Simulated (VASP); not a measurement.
# HgSe2 (R-3m) in VASP: notebook, part 2 of 2

VASP 6.6.1. Earlier steps stand in the parts before.

## Step 3: Relaxation of cell and atoms, PBE

This run uses another cell than the first one, of 24.15 Å³/atom.

File INCAR:

```
SYSTEM = HgSe2
  ALGO = Normal
  EDIFF = 1E-6
  EDIFFG = -0.01
  ENCUT = 600
  GGA = PE
  IBRION = 2
  ISIF = 3
  ISMEAR = 0
  LASPH = .TRUE.
  LCHARG = .FALSE.
  LREAL = .FALSE.
  LWAVE = .FALSE.
  NELM = 60
  NSW = 100
  PREC = Accurate
  SIGMA = 0.1
```

File KPOINTS:

```
k-points
0
G
  12 12 12
  0 0 0
```

File POSCAR:

```
HgSe2
1.0
    1.9644183289      1.1341574510      5.4208382264
   -1.9644183289      1.1341574510      5.4208382264
    0.0000000000     -2.2683149020      5.4208382264
Hg Se
1 2
Direct
    0.0000000000      0.0000000000      0.0000000000
    0.7671505629      0.7671505629      0.7671505629
    0.2328494371      0.2328494371      0.2328494371
```

Potentials or basis: VASP PAW PBE potentials, release 64 (Hg, Se).

Run with:

```bash
$ cat potpaw_PBE.64/Hg/POTCAR potpaw_PBE.64/Se/POTCAR > POTCAR
$ mpirun -np 1 vasp_std > vasp.out
```

OUTCAR:

```text
SYSTEM = HgSe2
   EDIFF = 1E-6
   EDIFFG = -0.01
   ENCUT = 600
   GGA = PE
   IBRION = 2
   ISIF = 3
   ISMEAR = 0
   LASPH = .TRUE.
   LREAL = .FALSE.
   NELM = 60
   NSW = 100
   PREC = Accurate

 ion  position               nearest neighbor table
   1  0.000  0.000  0.000-   2 2.80   2 2.80   3 2.80   3 2.80   2 2.80   3 2.80
   2  0.767  0.767  0.767-   1 2.80   1 2.80   1 2.80
   3  0.233  0.233  0.233-   1 2.80   1 2.80   1 2.80

  LATTYP: Found a trigonal (rhomboedric) cell.
 ALAT       =     5.8762862057
 COS(alpha) =     0.7764925154

  Lattice vectors:

 A1 = (   1.9644183289,   1.1341574510,   5.4208382264)
 A2 = (  -1.9644183289,   1.1341574510,   5.4208382264)
 A3 = (   0.0000000000,  -2.2683149020,   5.4208382264)

Analysis of symmetry for initial positions (statically):
=====================================================================
 Subroutine PRICEL returns:
 Original cell was already a primitive cell.

 Routine SETGRP: Setting up the symmetry group for a
 trigonal (rhombohedral) supercell.

 Subroutine GETGRP returns: Found 12 space group operations
 (whereof 12 operations were pure point group operations)
 out of a pool of 12 trial point group operations.

[... 169 lines left out ...]
  FORCE on cell =-STRESS in cart. coord.  units (eV):
  Direction    XX          YY          ZZ          XY          YZ          ZX
  --------------------------------------------------------------------------------------
  -------------------------------------------------------------------------------------
  Total        0.2988032      0.2988032      0.1440325      0.0000000      0.0000000      0.0000000
  in kB        6.6064898      6.6064898      3.1845361      0.0000000      0.0000000      0.0000000
  external PRESSURE =       5.4658385 kB  Pullay stress =       0.0000000 kB
[... 209 lines left out ...]
--------------------------------------- Ionic step        7  -------------------------------------------

 number of electron      23.9999999 magnetization

 Free energy of the ion-electron system (eV)
  ---------------------------------------------------
  ext. energy  EPLUGINS =         0.00000000
  ---------------------------------------------------
  free energy    TOTEN  =        -6.51556179 eV

  energy without entropy =       -6.50468401  energy(sigma->0) =       -6.51012290

 E-fermi :   2.9026     XC(G=0):  -9.8729

 val. band max:        2.9001247190   @ k =  -0.3333   0.0833   0.0000
 cond. band min:       2.9168437992   @ k =  -0.3333   0.2500   0.2500
 fundamental gap:      0.0167190801
 Fermi energy:         2.9026228072

 k-point     1 :       0.0000    0.0000    0.0000
  band No.  band energies     occupation
      1     -11.0545      2.00000
      2      -8.9215      2.00000
      3      -4.2765      2.00000
      4      -4.1612      2.00000
      5      -4.1612      2.00000
      6      -3.6474      2.00000
[... 433 lines left out ...]
      3      -4.0652      2.00000
      4      -3.9740      2.00000
      5      -3.9274      2.00000
      6      -3.5188      2.00000
[... 8 lines left out ...]
     15       8.7566      0.00000
     16       9.4215      0.00000

 [... further k-points ...]
[... 5 lines left out ...]
  --------------------------------------------------------------------------------------
  -------------------------------------------------------------------------------------
  Total       -0.0213880     -0.0213880     -0.0122035      0.0000000      0.0000000      0.0000000
  in kB       -0.4676848     -0.4676848     -0.2668489      0.0000000      0.0000000      0.0000000
  external PRESSURE =      -0.4007395 kB  Pullay stress =       0.0000000 kB
[... 18 lines left out ...]
  FREE ENERGIE OF THE ION-ELECTRON SYSTEM (eV)
  ---------------------------------------------------
  free  energy   TOTEN  =        -6.5155617917 eV

  energy  without entropy=       -6.5046840082  energy(sigma->0) =       -6.51012290

 reached required accuracy - stopping structural energy minimisation
```

OSZICAR:

```text
N       E                     dE             d eps       ncg     rms          rms(c)
DAV:   1     0.162783098751E+03    0.16278E+03   -0.12380E+04  6048   0.150E+03
DAV:   2     0.669867178229E+00   -0.16211E+03   -0.15881E+03  7304   0.301E+02
DAV:   3    -0.685357263926E+01   -0.75234E+01   -0.74395E+01  7376   0.657E+01
[... 50 lines left out ...]
DAV:   1    -0.651562192883E+01   -0.69090E-04   -0.29035E-03  6048   0.487E-01    0.633E-02
DAV:   2    -0.651557097010E+01    0.50959E-04   -0.20347E-04  7208   0.172E-01    0.200E-02
DAV:   3    -0.651556394400E+01    0.70261E-05   -0.17722E-05  7504   0.336E-02    0.164E-02
DAV:   4    -0.651556201732E+01    0.19267E-05   -0.35900E-06  6160   0.110E-02    0.279E-03
DAV:   5    -0.651556179166E+01    0.22565E-06   -0.50314E-07  3248   0.895E-03
   7 F= -.65155618E+01 E0= -.65101229E+01  d E =-.377530E-04
```

Run time: 38 min. Hardware: 1 thread of AMD EPYC 7R13, shared host; peak memory 0.56 GiB.

What came out:

| Item | Value |
| --- | --- |
| Free energy | -6.5156 eV |
| Relaxed volume | 24.42 Å³/atom |
| Relaxed cell | a = 5.869 Å, b = 5.869 Å, c = 5.869 Å, α = 39.38°, β = 39.38°, γ = 39.38° |
| Space group after relaxing (to 0.1 Å) | R-3m (No. 166) |
| Energy gained by relaxing | 0.6 meV/atom |
| Ionic steps | 7 |
| Pressure after relaxing | 0.0 GPa |
| Largest force after relaxing | 0.008 eV/Å |
| Band gap on the k mesh | zero (bands 12 and 13 overlap by 1.92 eV) |

Forces on the atoms (eV/Å):
```
Hg   0.000  0.000  0.000
Se   0.000  0.000 -0.008
Se   0.000  0.000  0.008
```

The path:
| step | energy change (eV) | largest force (eV/Å) | pressure (GPa) | volume (Å³) |
| --- | --- | --- | --- | --- |
| 1 | 0.0000 | 0.0186 | 0.55 | 72.46 |
| 2 | -0.0012 | 0.0221 | -0.19 | 73.33 |
| 3 | -0.0013 | 0.0143 | -0.04 | 73.15 |
| 4 | -0.0015 | 0.0146 | -0.01 | 73.16 |
| 5 | -0.0016 | 0.0151 | 0.03 | 73.17 |
| 6 | -0.0017 | 0.0115 | -0.02 | 73.22 |
| 7 | -0.0017 | 0.0082 | -0.04 | 73.27 |

Final structure:
```
Hg Se
1.0
     1.97785    1.14191    5.40696
    -1.97785    1.14191    5.40696
     0.00000   -2.28382    5.40696
Hg Se
1 2
Direct
  0.00000 0.00000 0.00000
  0.76697 0.76697 0.76697
  0.23303 0.23303 0.23303
```

Levels at points of the mesh, in eV from the Fermi level:
```csv
k point,band 8,band 9,band 10,band 11,band 12,band 13,band 14,band 15,band 16
"(0.00, 0.00, 0.00)",-4.83,-0.52,-0.52,-0.23,-0.23,0.10,1.55,4.32,6.16
"(0.50, 0.00, 0.00)",-4.41,-4.06,-2.18,-1.50,-1.19,-1.19,3.04,4.69,7.48
"(0.50, 0.50, 0.00)",-5.36,-4.47,-2.59,-0.78,0.73,0.76,0.86,4.51,6.47
"(0.50, 0.50, 0.50)",-3.75,-2.46,-1.30,-1.30,0.49,0.49,4.34,4.80,7.31
```

Caveat: spin-orbit coupling is left out, which moves the levels of the heavy elements.
